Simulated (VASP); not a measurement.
Wanted: the native input for a VASP 6.6.1 run.

| Quantity | Value |
| --- | --- |
| Task | single point |
| Functional | PBE |
| Potentials or basis | VASP PAW PBE potentials, release 64 (Hf_pv) |
| Cutoff | 520 eV |
| k mesh | 14 × 14 × 14 |
| Occupations | fermi-dirac, width 0.0612256 eV |
| Spin | no spin polarisation |
| Dipole correction | no |
| Further INCAR settings | ALGO = Normal; EDIFF = 1e-06; NBANDS = 11 |

The structure of Hf lies in POSCAR:

```
Hf
1.0
    0.0000000000      2.2126004078      2.2126004078
    2.2126004078      0.0000000000      2.2126004078
    2.2126004078      2.2126004078      0.0000000000
Hf
1
Direct
    0.0000000000      0.0000000000      0.0000000000
```

These files were run (other wordings do the same):

INCAR

```
PREC = Accurate ; ENCUT = 520
EDIFF = 1E-6 ; ISMEAR = -1
SIGMA = 0.06122561905347299 ; LREAL = False
LASPH = True ; NELM = 80
ALGO = Normal ; ISIF = 2
LWAVE = False ; LCHARG = False
GGA = PE ; NBANDS = 11
```

KPOINTS

```
Automatic mesh
0
Gamma
  14 14 14
```

Potentials or basis: VASP PAW PBE potentials, release 64 (Hf_pv).

Run with:

```bash
$ cat potpaw_PBE.64/Hf_pv/POTCAR > POTCAR
$ mpirun -np 1 vasp_std > vasp.out
```

It gave:

```json
{
  "Pressure": "4.0 GPa",
  "Band gap on the k mesh": "zero (band 5 reaches 6.38 eV, above the bottom of band 6 at 4.29 eV)"
}
```

Caveat: spin-orbit coupling is left out, which moves the levels of the heavy elements.

Wall time 23 s on 1 thread of Intel Xeon 8259CL, on a shared host, peak memory 0.15 GiB.
